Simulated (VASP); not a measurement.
A run of VASP 6.6.1 is set up as follows.

INCAR

```
  PREC = Accurate
  ENCUT = 520
  EDIFF = 1E-6
  ISMEAR = -1
  SIGMA = 0.1
  LREAL = F
  LASPH = T
  NELM = 80
  ALGO = Normal
  ISIF = 2
  LWAVE = F
  LCHARG = F
  GGA = B5
  ALDAX = 1.0
  AGGAX = 1.0
  AGGAC = 1.0
  ALDAC = 0.0
  NBANDS = 25
```

Contents of KPOINTS:

```
regular mesh
0
Gamma
  10 10 13
```

File POSCAR:

```
Zr
1.0
    5.1071879473      0.0000000000      0.0000000000
   -2.5535939737      4.4229545043      0.0000000000
    0.0000000000      0.0000000000      3.1775949787
Zr
3
Direct
    1.0000000000      1.0000000000      0.0000000000
    0.3333333333      0.6666666667      0.5000000000
    0.6666666667      0.3333333333      0.5000000000
```

Potentials or basis: VASP PAW PBE potentials, release 64 (Zr_sv).

The run is started by

```console
$ cat potpaw_PBE.64/Zr_sv/POTCAR > POTCAR
$ mpirun -np 1 vasp_std > vasp.out
```

Predict the band gap on the k mesh.

zero (bands 18 and 19 overlap by 0.51 eV).

Estimate the pressure.

0.1 GPa.

Caveat: the PAW data sets were made with another functional, which shifts forces and pressure a little.
